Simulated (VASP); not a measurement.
# Zr2B (F-43m) in VASP: notebook, part 2 of 2

VASP 6.6.1.

## (3) Single point, PBE, collinear spin, ferromagnetic start

This run uses another cell than the first one, of 18.91 Å³/atom, 1.923 times its volume.

File INCAR:

```
ALGO     = Fast           # electronic algorithm
EDIFF    = 1E-6           # SCF threshold, eV
ENCUT    = 520            # plane-wave cutoff, eV
GGA      = PE             # functional
ISIF     = 2              # what is computed and relaxed
ISMEAR   = 0              # smearing method
ISPIN    = 2              # spin polarisation
LASPH    = T              # aspherical terms in the spheres
LCHARG   = F              # write CHGCAR
LMAXMIX  = 4              # l up to which the mixer works
LORBIT   = 11             # projections on sites
LREAL    = F              # projectors in reciprocal space
LWAVE    = F              # write WAVECAR
MAGMOM   = 1 1 0          # initial moments
NBANDS   = 24             # bands
NELM     = 150            # most SCF steps
PREC     = Accurate       # precision mode
SIGMA    = 0.1            # smearing width, eV
```

File KPOINTS:

```
k-points
0
Gamma
  6 6 6
```

File POSCAR:

```
Zr2B
1.0
    0.0000000000      3.0498837083      3.0498837083
    3.0498837083      0.0000000000      3.0498837083
    3.0498837083      3.0498837083      0.0000000000
Zr B
2 1
Direct
    0.7500000000      0.7500000000      0.7500000000
    0.0000000000      0.0000000000      0.0000000000
    0.2500000000      0.2500000000      0.2500000000
```

Potentials or basis: VASP PAW PBE potentials, release 64 (Zr_sv, B).

The run is started by

```
$ cat potpaw_PBE.64/Zr_sv/POTCAR potpaw_PBE.64/B/POTCAR > POTCAR
$ mpirun -np 1 vasp_std > vasp.out
```

OUTCAR:

```text
EDIFF = 1E-6
   ENCUT = 520
   GGA = PE
   ISIF = 2
   ISMEAR = 0
   ISPIN = 2
   LASPH = T
   LORBIT = 11
   LREAL = F
   NELM = 150
   PREC = Accurate

 ion  position               nearest neighbor table
   1  0.750  0.750  0.750-   2 2.64   2 2.64   2 2.64   2 2.64
   2  0.000  0.000  0.000-   1 2.64   1 2.64   1 2.64   1 2.64   3 2.64   3 2.64   3 2.64   3 2.64

   3  0.250  0.250  0.250-   2 2.64   2 2.64   2 2.64   2 2.64

  LATTYP: Found a face centered cubic cell.
 ALAT       =     6.0997674166

  Lattice vectors:

 A1 = (   0.0000000000,   3.0498837083,   3.0498837083)
 A2 = (   3.0498837083,   0.0000000000,   3.0498837083)
 A3 = (   3.0498837083,   3.0498837083,   0.0000000000)

Analysis of symmetry for initial positions (statically):
=====================================================================
 Subroutine PRICEL returns:
 Original cell was already a primitive cell.

 Routine SETGRP: Setting up the symmetry group for a
 face centered cubic supercell.

 Subroutine GETGRP returns: Found 24 space group operations
 (whereof 24 operations were pure point group operations)
 out of a pool of 48 trial point group operations.

The static configuration has the point symmetry T_d .

Analysis of symmetry for dynamics (positions and initial velocities):
=====================================================================
 Subroutine PRICEL returns:
 Original cell was already a primitive cell.

 Routine SETGRP: Setting up the symmetry group for a
 face centered cubic supercell.

 Subroutine GETGRP returns: Found 24 space group operations
 (whereof 24 operations were pure point group operations)
 out of a pool of 48 trial point group operations.

The dynamic configuration has the point symmetry T_d .

Analysis of structural, dynamic, and magnetic symmetry:
=====================================================================
[... 146 lines left out ...]
  ext. energy  EPLUGINS =         0.00000000
  ---------------------------------------------------
  free energy    TOTEN  =       -19.52314853 eV

  energy without entropy =      -19.50170883  energy(sigma->0) =      -19.51242868

 E-fermi :   7.8489     XC(G=0): -10.7765

 val. band max:        7.8135801044   @ k =   0.3333   0.1667   0.0000
 cond. band min:       7.8585948924   @ k =   0.3333   0.1667   0.0000
 fundamental gap:      0.0450147880
 Fermi energy:         7.8489262946

 spin component 1

 k-point     1 :       0.0000    0.0000    0.0000
  band No.  band energies     occupation
      1     -41.4991      1.00000
      2     -40.5673      1.00000
      3     -19.9268      1.00000
      4     -19.9268      1.00000
      5     -19.9268      1.00000
      6     -18.6016      1.00000
[... 421 lines left out ...]
     23      15.9182      0.00000
     24      16.6355      0.00000
 Fermi energy:         7.8489262946

 spin component 2

 k-point     1 :       0.0000    0.0000    0.0000
  band No.  band energies     occupation
      1     -40.9662      1.00000
      2     -40.1323      1.00000
      3     -19.2853      1.00000
      4     -19.2853      1.00000
      5     -19.2853      1.00000
      6     -18.0845      1.00000
[... 421 lines left out ...]
     23      16.3591      0.00000
     24      17.0694      0.00000

------------------------ aborting loop because EDIFF is reached ----------------------------------------

  FORCE on cell =-STRESS in cart. coord.  units (eV):
  Direction    XX          YY          ZZ          XY          YZ          ZX
  --------------------------------------------------------------------------------------
  -------------------------------------------------------------------------------------
  Total        1.3685586      1.3685586      1.3685586     -0.0000000     -0.0000000      0.0000000
  in kB       38.6450728     38.6450728     38.6450728     -0.0000000     -0.0000000      0.0000000
  external PRESSURE =      38.6450728 kB  Pullay stress =       0.0000000 kB

 VOLUME and BASIS-vectors are now :
 -----------------------------------------------------------------------------
  energy-cutoff  :      520.00
  volume of cell :       56.74
      direct lattice vectors                 reciprocal lattice vectors
     0.000000000  3.049883708  3.049883708    -0.163940677  0.163940677  0.163940677
     3.049883708  0.000000000  3.049883708     0.163940677 -0.163940677  0.163940677
     3.049883708  3.049883708  0.000000000     0.163940677  0.163940677 -0.163940677

 POSITION                                       TOTAL-FORCE (eV/Angst)
 -----------------------------------------------------------------------------------
      4.57483      4.57483      4.57483         0.000000      0.000000      0.000000
      0.00000      0.00000      0.00000        -0.000000     -0.000000     -0.000000
      1.52494      1.52494      1.52494        -0.000000     -0.000000     -0.000000
 -----------------------------------------------------------------------------------
    total drift:                               -0.000000     -0.000000     -0.000000

  FREE ENERGIE OF THE ION-ELECTRON SYSTEM (eV)
  ---------------------------------------------------
  free  energy   TOTEN  =       -19.5231485283 eV

  energy  without entropy=      -19.5017088271  energy(sigma->0) =      -19.51242868

 total charge

# of ion       s       p       d       tot
------------------------------------------
    1        2.211   5.923   1.965  10.099
    2        2.248   5.933   2.047  10.229
    3        0.676   0.869   0.000   1.545
--------------------------------------------------
tot          5.136  12.725   4.012  21.873

 magnetization (x)

# of ion       s       p       d       tot
------------------------------------------
    1        0.086   0.012   0.867   0.964
    2        0.040   0.033   0.666   0.738
    3       -0.004  -0.065   0.000  -0.069
--------------------------------------------------
tot          0.121  -0.021   1.533   1.633
```

Wall time 26 s (1 thread of Intel Xeon 6975P-C (Granite Rapids), shared host); peak memory 0.21 GiB.

What came out:

- Free energy: -19.5231 eV
- Pressure: 3.9 GPa
- Net moment: 2.08 μB per cell
- Site moments: Zr +0.96, +0.74; B -0.07 μB
- Valence electrons inside the program's atomic spheres: Zr 10.10, 10.23; B 1.54

## (4) Single point, PBE, collinear spin, ferromagnetic start

This run uses another cell than the first one, of 20.01 Å³/atom, 2.034 times its volume.

File INCAR:

```
SYSTEM = Zr2B
PREC = Accurate
ENCUT = 520
EDIFF = 1E-6
ISMEAR = 0
SIGMA = 0.1
LREAL = .False.
LASPH = .True.
NELM = 150
ALGO = Normal
ISIF = 2
LWAVE = .False.
LCHARG = .False.
ISPIN = 2
MAGMOM = 0.83 0.64 0
LORBIT = 11
LMAXMIX = 4
GGA = PE
NBANDS = 24
```

File KPOINTS:

```
Automatic mesh
0
Gamma
  14 14 14
  0 0 0
```

File POSCAR:

```
Zr2B
1.0
    0.0000000000      3.1076755082      3.1076755082
    3.1076755082      0.0000000000      3.1076755082
    3.1076755082      3.1076755082      0.0000000000
Zr B
2 1
Direct
    0.7500000000      0.7500000000      0.7500000000
    0.0000000000      0.0000000000      0.0000000000
    0.2500000000      0.2500000000      0.2500000000
```

The run is started by

```
$ cat potpaw_PBE.64/Zr_sv/POTCAR potpaw_PBE.64/B/POTCAR > POTCAR
$ mpirun -np 1 vasp_std > vasp.out
```

It took 2.1 min on 1 thread of Intel Xeon 6975P-C (Granite Rapids), shared host; peak memory 0.39 GiB.

Results (log left out):

| Property | Result |
| --- | --- |
| Free energy | -19.5715 eV |
| Pressure | 0.1 GPa |
| Net moment | 2.45 μB per cell |
| Site moments | Zr +1.09, +0.86; B -0.08 μB |
| Valence electrons inside the program's atomic spheres | Zr 10.04, 10.14; B 1.52 |

Levels at points of the mesh, in eV from the Fermi level:
Spin up:
| k point | band 11 | band 12 | band 13 | band 14 | band 15 | band 16 | band 17 | band 18 | band 19 | band 20 |
| --- | --- | --- | --- | --- | --- | --- | --- | --- | --- | --- |
| (0.00, 0.00, 0.00) | -1.81 | -1.81 | -1.61 | -1.61 | 0.42 | 0.42 | 0.42 | 2.48 | 5.03 | 5.03 |
| (0.50, 0.00, 0.00) | -2.62 | -2.62 | -1.01 | -1.01 | -0.50 | 2.33 | 2.33 | 2.82 | 3.49 | 3.49 |
| (0.50, 0.50, 0.00) | -1.60 | -1.38 | -1.38 | -0.74 | 0.48 | 0.48 | 0.94 | 1.30 | 2.77 | 4.17 |
Spin down:
```tsv
k point	band 8	band 9	band 10	band 11	band 12	band 13	band 14	band 15	band 16	band 17
(0.00, 0.00, 0.00)	-25.99	-7.39	-1.31	-1.31	-1.31	-0.90	-0.90	1.41	1.41	1.41
(0.50, 0.00, 0.00)	-25.85	-6.04	-3.00	-2.23	-2.23	0.13	0.13	0.76	3.05	3.05
(0.50, 0.50, 0.00)	-25.71	-6.20	-2.83	-0.79	-0.79	-0.63	0.33	1.26	1.26	1.59
```

## (5) Single point, PBE, collinear spin, ferromagnetic start

This run uses another cell than the first one, of 20.01 Å³/atom, 2.034 times its volume.

INCAR: that of step 4 with these lines changed.

```diff
@@ -9,3 +9,3 @@
 NELM = 150
-ALGO = Normal
+ALGO = Fast
 ISIF = 2
@@ -14,3 +14,3 @@
 ISPIN = 2
-MAGMOM = 0.83 0.64 0
+MAGMOM = 0.98 0.78 0
 LORBIT = 11
```

KPOINTS is that of step 4.

POSCAR is that of step 4.

The run is started by

```
$ cat potpaw_PBE.64/Zr_sv/POTCAR potpaw_PBE.64/B/POTCAR > POTCAR
$ mpirun -np 1 vasp_std > vasp.out
```

It took 3.2 min on 1 thread of Intel Xeon 6975P-C (Granite Rapids), shared host; peak memory 0.38 GiB.

Results (log left out):

* Free energy: -19.5715 eV
* Pressure: 0.1 GPa
* Net moment: 2.45 μB per cell
* Site moments: Zr +1.09, +0.86; B -0.08 μB
* Valence electrons inside the program's atomic spheres: Zr 10.04, 10.14; B 1.52

Levels at points of the mesh, in eV from the Fermi level:
Spin up:
| k point | band 11 | band 12 | band 13 | band 14 | band 15 | band 16 | band 17 | band 18 | band 19 | band 20 |
| --- | --- | --- | --- | --- | --- | --- | --- | --- | --- | --- |
| (0.00, 0.00, 0.00) | -1.81 | -1.81 | -1.61 | -1.61 | 0.41 | 0.41 | 0.41 | 2.48 | 5.03 | 5.03 |
| (0.50, 0.00, 0.00) | -2.62 | -2.62 | -1.01 | -1.01 | -0.50 | 2.33 | 2.33 | 2.82 | 3.49 | 3.49 |
| (0.50, 0.50, 0.00) | -1.60 | -1.38 | -1.38 | -0.74 | 0.48 | 0.48 | 0.94 | 1.30 | 2.77 | 4.17 |
Spin down:
| k point | band 10 | band 11 | band 12 | band 13 | band 14 | band 15 |
| --- | --- | --- | --- | --- | --- | --- |
| (0.00, 0.00, 0.00) | -1.31 | -1.31 | -1.31 | -0.90 | -0.90 | 1.41 |
| (0.50, 0.00, 0.00) | -3.00 | -2.23 | -2.23 | 0.13 | 0.13 | 0.76 |
| (0.50, 0.50, 0.00) | -2.83 | -0.78 | -0.78 | -0.63 | 0.33 | 1.26 |

## (6) The runs side by side

```tsv
task	spin	cell	k mesh	cutoff (eV)	gap on the mesh (eV)	pressure (GPa)	moment (μB)
relaxation of cell and atoms	off	relaxed from a = 3.468 Å, angles 60.0°, 3 atoms	6 × 6 × 6	600	none	0.3	-
single point	collinear, ferromagnetic start	a = 4.313 Å, angles 60.0°, 3 atoms	6 × 6 × 6	520	none	3.9	2.08
single point	collinear, ferromagnetic start	a = 4.395 Å, angles 60.0°, 3 atoms	14 × 14 × 14	520	none	0.1	2.45
```

Alike in all rows: level PBE; potentials or basis VASP PAW PBE potentials, release 64 (Zr_sv, B); smearing gaussian 0.1 eV.

Caveats: some runs use coarse meshes; the volume moved by over 15 % at a fixed basis, so the end points are rough (some runs).

Absolute energies hang on the potentials; compare differences alone.
